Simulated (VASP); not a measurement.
Set up this calculation in VASP 6.6.1, as the native input.

```
Task                   : single point
Functional             : PBE
Potentials or basis    : VASP PAW PBE potentials, release 64 (Cd, Te)
Cutoff                 : 520 eV
k mesh                 : 6 × 6 × 6
Occupations            : gaussian, width 0.01 eV
Spin                   : no spin polarisation
Dipole correction      : no
Further INCAR settings : ALGO = Normal; EDIFF = 1e-06; NBANDS = 16
```

The structure of CdTe lies in POSCAR:

```
CdTe
1.0
    0.0000000000      3.3090599624      3.3090599624
    3.3090599624      0.0000000000      3.3090599624
    3.3090599624      3.3090599624      0.0000000000
Cd Te
1 1
Direct
    0.0000000000      0.0000000000      0.0000000000
    0.2500000000      0.2500000000      0.2500000000
```

The input as run:

INCAR

```
PREC = Accurate
ENCUT = 520
EDIFF = 1E-6
ISMEAR = 0
SIGMA = 0.01
LREAL = False
LASPH = True
NELM = 60
ALGO = Normal
ISIF = 2
LWAVE = False
LCHARG = False
GGA = PE
NBANDS = 16
```

KPOINTS

```
regular mesh
0
Gamma
  6 6 6
```

Potentials or basis: VASP PAW PBE potentials, release 64 (Cd, Te).

Run with:

```console
$ cat potpaw_PBE.64/Cd/POTCAR potpaw_PBE.64/Te/POTCAR > POTCAR
$ mpirun -np 1 vasp_std > vasp.out
```

Results of the run:

The pressure is 0.1 GPa and the band gap on the k mesh is 0.58 eV, direct.

Caveat: spin-orbit coupling is left out, which moves the levels of the heavy elements.

It took 16 s on 1 thread of Intel(R) Xeon(R) Platinum 8488C (Sapphire Rapids), with other jobs on the host, peak memory 0.21 GiB.
